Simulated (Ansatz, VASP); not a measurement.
# One calculation of K3H, two programs

```
K H
1.0
     8.19584    0.00000    0.00000
    -4.09792    7.09780    0.00000
     0.00000    0.00000    4.72295
K H
3 1
Direct
  0.33333 0.66667 0.50000
  0.66667 0.33333 0.50000
  0.00000 0.00000 0.50000
  0.00000 0.00000 0.00000
```

Alike in both runs: functional PBE; k mesh 6 × 6 × 10; occupations gaussian, width 0.1 eV; no spin polarisation.

Ansatz relaxed the structure, and its values are those at the end. VASP's run is a single point on that final structure, the one shown.

|  | VASP | Ansatz |
| --- | --- | --- |
| version | VASP 6.6.1 | Ansatz 0.2.0 |
| potentials or method | VASP PAW PBE potentials, release 64 (K_sv, H), cutoff 520 eV | scalar-relativistic, plane waves, PAW |
| valence electrons in the cell | 28 | 28 |

```tsv
	VASP	Ansatz	Ansatz less VASP
gap on the k mesh at the Fermi level (eV)	none	none	-
pressure (GPa)	0.0	0.0	+0.01
```

A gap of «none» marks a metal or a gap that the smearing closes.
